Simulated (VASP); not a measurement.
# Ir (I4/mmm) in VASP: a series of runs, part 2 of 2

VASP 6.6.1. Earlier steps stand in the parts before.

## 4. Single point, PBE (14.26 Å³/atom)

INCAR reads:

```
  PREC = Accurate
  ENCUT = 520
  EDIFF = 1E-6
  ISMEAR = 0
  SIGMA = 0.15
  LREAL = False
  LASPH = True
  NELM = 80
  ALGO = Normal
  ISIF = 2
  LWAVE = False
  LCHARG = False
  GGA = PE
  NBANDS = 10
```

KPOINTS reads:

```
regular mesh
0
Gamma
  22 22 22
```

POSCAR reads:

```
Ir
1.0
    0.0000000000      1.9919688278      1.7971542765
    1.9919688278      0.0000000000      1.7971542765
    1.9919688278      1.9919688278      0.0000000000
Ir
1
Direct
    0.0000000000      0.0000000000      0.0000000000
```

Potentials or basis: VASP PAW PBE potentials, release 64 (Ir).

Command:

```sh
$ cat potpaw_PBE.64/Ir/POTCAR > POTCAR
$ mpirun -np 1 vasp_std > vasp.out
```

OUTCAR:

```text
PREC = Accurate
   ENCUT = 520
   EDIFF = 1E-6
   ISMEAR = 0
   LREAL = False
   LASPH = True
   NELM = 80
   ISIF = 2
   GGA = PE

 ion  position               nearest neighbor table
   1  0.000  0.000  0.000-

  LATTYP: Found a body centered tetragonal cell.
 ALAT       =     2.8170693321
 C/A-ratio  =     1.2759034760

  Lattice vectors:

 A1 = (   0.0000000000,  -1.9919688278,  -1.7971542765)
 A2 = (   0.0000000000,   1.9919688278,  -1.7971542765)
 A3 = (   1.9919688278,   0.0000000000,   1.7971542765)

[... 482 lines left out ...]
      3       6.9836      2.00000
      4       9.0137      2.00000
      5      11.1919      0.00000
      6      11.3911      0.00000
      7      17.7941      0.00000
      8      24.2248      0.00000
      9      29.3388      0.00000
     10      30.9532      0.00000

 [... further k-points ...]
[... 5 lines left out ...]
  --------------------------------------------------------------------------------------
  -------------------------------------------------------------------------------------
  Total       -0.2184172     -0.2184172      2.7888877      0.0000000      0.0000000      0.0000000
  in kB      -24.5367521    -24.5367521    313.3005625      0.0000000      0.0000000      0.0000000
  external PRESSURE =      88.0756861 kB  Pullay stress =       0.0000000 kB

 VOLUME and BASIS-vectors are now :
 -----------------------------------------------------------------------------
  energy-cutoff  :      520.00
  volume of cell :       14.26
      direct lattice vectors                 reciprocal lattice vectors
     0.000000000  1.991968828  1.797154276    -0.251007944  0.251007944  0.278217628
     1.991968828  0.000000000  1.797154276     0.251007944 -0.251007944  0.278217628
     1.991968828  1.991968828  0.000000000     0.251007944  0.251007944 -0.278217628

 POSITION                                       TOTAL-FORCE (eV/Angst)
 -----------------------------------------------------------------------------------
      0.00000      0.00000      0.00000        -0.000000     -0.000000      0.000000
 -----------------------------------------------------------------------------------
    total drift:                                0.000000     -0.000000      0.000000

  FREE ENERGIE OF THE ION-ELECTRON SYSTEM (eV)
  ---------------------------------------------------
  free  energy   TOTEN  =        -8.7389109050 eV

  energy  without entropy=       -8.7263557291  energy(sigma->0) =       -8.73263332
```

It took 65 s on 1 thread of Intel Xeon Platinum 8259CL at 2.50GHz (Skylake/Cascade Lake), shared host; peak memory 0.24 GiB.

Results:

- Free energy: -8.7389 eV
- Pressure: 8.8 GPa
- Band gap on the k mesh: zero (an odd number of electrons rules out a gap without spin polarisation)

Caveat: the cell stands under pressure; spin-orbit coupling is left out, which moves the levels of the heavy elements.

## 5. Single point, PBE (14.26 Å³/atom)

INCAR reads:

```
PREC = Accurate
ENCUT = 520
EDIFF = 1E-6
ISMEAR = 0
SIGMA = 0.15
LREAL = F
LASPH = T
NELM = 100
ALGO = Normal
ISIF = 2
LWAVE = F
LCHARG = F
GGA = PE
NBANDS = 10
```

KPOINTS is that of step 4.

POSCAR reads:

```
Ir
1.0
    0.0000000000      1.8598228520      2.0616136314
    1.8598228520      0.0000000000      2.0616136314
    1.8598228520      1.8598228520      0.0000000000
Ir
1
Direct
    0.0000000000      0.0000000000      0.0000000000
```

Command:

```sh
$ cat potpaw_PBE.64/Ir/POTCAR > POTCAR
$ mpirun -np 1 vasp_std > vasp.out
```

Wall time 54 s (1 thread of Intel Xeon Platinum 8259CL at 2.50GHz (Skylake/Cascade Lake), shared host); peak memory 0.24 GiB.

The run converged. Its results:

```
Free energy            : -8.7295 eV
Pressure               : 9.3 GPa
Band gap on the k mesh : zero (an odd number of electrons rules out a gap without spin polarisation)
```

Stress tensor (GPa, compression positive):
```
 22.06   0.00   0.00
  0.00  22.06   0.00
  0.00   0.00 -16.26
```

Levels at points of the mesh, in eV from the Fermi level:
| k point | band 2 | band 3 | band 4 | band 5 | band 6 | band 7 |
| --- | --- | --- | --- | --- | --- | --- |
| (0.00, 0.00, 0.00) | -4.68 | -3.25 | -3.25 | -2.14 | -0.27 | 14.56 |
| (0.50, 0.00, 0.00) | -4.55 | -3.19 | -0.67 | 0.61 | 1.20 | 7.35 |
| (0.50, 0.50, 0.00) | -7.18 | 0.40 | 1.07 | 1.39 | 1.39 | 8.63 |
| (0.50, 0.00, 0.50) | -7.15 | 0.68 | 0.76 | 2.25 | 2.50 | 10.66 |

Caveat: the cell stands under pressure; spin-orbit coupling is left out, which moves the levels of the heavy elements.

## 6. Single point, PBE (14.49 Å³/atom)

This run uses another cell than the first one, of 14.49 Å³/atom.

INCAR reads:

```
SYSTEM = Ir
PREC = Accurate ; ENCUT = 520
EDIFF = 1E-6 ; ISMEAR = 0
SIGMA = 0.15 ; LREAL = .FALSE.
LASPH = .TRUE. ; NELM = 60
ALGO = Fast ; ISIF = 2
LWAVE = .FALSE. ; LCHARG = .FALSE.
GGA = PE ; NBANDS = 10
```

KPOINTS reads:

```
Automatic mesh
0
G
  22 22 22
  0 0 0
```

POSCAR reads:

```
Ir
1.0
    0.0000000000      1.9686915243      1.8698632098
    1.9686915243      0.0000000000      1.8698632098
    1.9686915243      1.9686915243      0.0000000000
Ir
1
Direct
    0.0000000000      0.0000000000      0.0000000000
```

Potentials or basis: VASP PAW PBE potentials, release 64 (Ir).

Command:

```sh
$ cat potpaw_PBE.64/Ir/POTCAR > POTCAR
$ mpirun -np 1 vasp_std > vasp.out
```

It took 96 s on 1 thread of Intel Xeon Platinum 8259CL at 2.50GHz (Skylake/Cascade Lake), shared host; peak memory 0.24 GiB.

Results (log left out):

```yaml
Free_energy: -8.8253 eV
Pressure: 1.2 GPa
Band_gap_on_the_k_mesh: zero (an odd number of electrons rules out a gap without spin polarisation)
```

Stress tensor (GPa, compression positive):
```
-4.62  0.00  0.00
 0.00 -4.62  0.00
 0.00  0.00 12.72
```

Levels at points of the mesh, in eV from the Fermi level:
| k point | band 2 | band 3 | band 4 | band 5 | band 6 | band 7 |
| --- | --- | --- | --- | --- | --- | --- |
| (0.00, 0.00, 0.00) | -3.90 | -3.90 | -3.27 | -1.55 | -0.73 | 14.45 |
| (0.50, 0.00, 0.00) | -4.15 | -3.44 | -0.65 | 0.69 | 1.08 | 7.08 |
| (0.50, 0.50, 0.00) | -7.09 | 0.82 | 1.48 | 1.48 | 2.48 | 11.01 |
| (0.50, 0.00, 0.50) | -7.00 | 0.83 | 1.11 | 1.39 | 1.71 | 9.78 |

Caveat: spin-orbit coupling is left out, which moves the levels of the heavy elements.

## 7. Overview

| cell | gap on the mesh (eV) | pressure (GPa) |
| --- | --- | --- |
| a = 2.810, b = 2.810, c = 2.585 Å, angles 62.6, 62.6, 54.8°, 1 atom | none | 12.8 |
| a = 2.658, b = 2.658, c = 2.915 Å, angles 56.7, 56.7, 66.5°, 1 atom | none | 13.9 |
| a = 2.683, b = 2.683, c = 2.817 Å, angles 58.3, 58.3, 63.3°, 1 atom | none | 8.8 |
| a = 2.777, b = 2.777, c = 2.630 Å, angles 61.7, 61.7, 56.5°, 1 atom | none | 9.3 |
| a = 2.715, b = 2.715, c = 2.784 Å, angles 59.2, 59.2, 61.7°, 1 atom | none | 1.2 |

Alike in all rows: task single point; level PBE; potentials or basis VASP PAW PBE potentials, release 64 (Ir); no spin polarisation; k mesh 22 × 22 × 22; cutoff (eV) 520; smearing gaussian 0.15 eV.

Caveats: spin-orbit coupling is left out, which moves the levels of the heavy elements; the cell stands under pressure (at least some runs).

Absolute energies hang on the potentials; compare differences alone.
